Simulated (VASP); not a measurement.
A run of VASP 6.6.1:

Contents of INCAR:

```
SYSTEM = BaTiO3
PREC = Accurate
ENCUT = 910
EDIFF = 1E-6
ISMEAR = -1
SIGMA = 0.05
LREAL = .FALSE.
LASPH = .TRUE.
NELM = 200
ALGO = Normal
ISIF = 2
LWAVE = .FALSE.
LCHARG = .FALSE.
LMAXMIX = 4
LDAU = .TRUE.
LDAUTYPE = 2
LDAUL = -1 2 -1
LDAUU = 0 4 0
LDAUJ = 0 0 0
LDAUPRINT = 1
GGA = PS
NBANDS = 28
GGA_COMPAT = .FALSE.
```

The input KPOINTS:

```
Automatic mesh
0
G
  7 7 7
  0 0 0
```

POSCAR

```
BaTiO3
1.0
    3.9855000000      0.0000000000      0.0000000000
    0.0000000000      2.8369000000      2.8451500000
    0.0000000000     -2.8369000000      2.8451500000
Ba Ti O
1 1 3
Direct
    0.0000000000      0.0000000000      0.0000000000
    0.5000000000      0.5124000000      0.5124000000
    0.5000000000      0.9918400000      0.5052400000
    0.5000000000      0.5052400000      0.9918400000
    0.0000000000      0.4874000000      0.4874000000
```

Potentials or basis: VASP PAW PBE potentials, release 64 (Ba_sv, Ti_sv, O_h).

Launch:

```sh
$ cat potpaw_PBE.64/Ba_sv/POTCAR potpaw_PBE.64/Ti_sv/POTCAR potpaw_PBE.64/O_h/POTCAR > POTCAR
$ mpirun -np 1 vasp_std > vasp.out
```

Hardware: 1 thread of Intel(R) Xeon(R) Platinum 8559C (Emerald Rapids) (shared host).

Problem. Estimate the wall time of this run.

Solution. Run time: 120 s on 1 thread of Intel(R) Xeon(R) Platinum 8559C (Emerald Rapids), with other jobs on the host, peak memory 0.42 GiB. Counts: scf iterations 17, k points 64.
